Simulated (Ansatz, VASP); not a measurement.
**CoSi3: VASP beside Ansatz**

Contents of INCAR:

```
PREC = Accurate ; ENCUT = 520
EDIFF = 1E-6 ; ISMEAR = 0
SIGMA = 0.1 ; LREAL = F
LASPH = T ; NELM = 80
ALGO = Normal ; ISIF = 2
LWAVE = F ; LCHARG = F
GGA = PS ; NBANDS = 18
```

KPOINTS

```
regular mesh
0
Gamma
  12 12 12
```

POSCAR

```
CoSi3
1.0
    0.0000000000      3.0310955410      3.0310955410
    3.0310955410      0.0000000000      3.0310955410
    3.0310955410      3.0310955410      0.0000000000
Si Co
3 1
Direct
    0.2500000000      0.2500000000      0.2500000000
    0.7500000000      0.7500000000      0.7500000000
    0.5000000000      0.5000000000      0.5000000000
    0.0000000000      0.0000000000      0.0000000000
```

Input for Ansatz:

```yaml
crystal:
  lattice:
    - [0.0, 3.031095541, 3.031095541]
    - [3.031095541, 0.0, 3.031095541]
    - [3.031095541, 3.031095541, 0.0]
  atoms:
    - { symbol: Si, position: [0.25, 0.25, 0.25] }
    - { symbol: Si, position: [0.75, 0.75, 0.75] }
    - { symbol: Si, position: [0.5, 0.5, 0.5] }
    - { symbol: Co, position: [0.0, 0.0, 0.0] }
basis:
  ecutwfc: 420
kpoints:
  mp_grid: { grid: [12, 12, 12] }
hamiltonian:
  xc: pbesol
scf:
  occupations: { method: gaussian, width: 0.1 }
  lower_state_search: "off"
output:
  forces: true
  stress: true
  eigenvalues: true
```

Alike in both runs: task single point; functional PBEsol; k mesh 12 × 12 × 12; occupations gaussian, width 0.1 eV; no spin polarisation.

|  | VASP | Ansatz |
| --- | --- | --- |
| version | VASP 6.6.1 | Ansatz 0.2.0 |
| potentials or method | VASP PAW PBE potentials, release 64 (Si, Co), cutoff 520 eV | scalar-relativistic, plane waves, PAW |
| valence electrons in the cell | 21 | 29 |

```tsv
	VASP	Ansatz	Ansatz less VASP
gap on the k mesh at the Fermi level (eV)	none	none	-
pressure (GPa)	-12.5	-12.9	-0.39
```

VASP's potentials were made for PBE, not for PBEsol. A gap of «none» marks a metal or a gap that the smearing closes. VASP's potentials hold 21 valence electrons a cell and Ansatz's 29, so a difference there can come from the potentials and not from the codes.
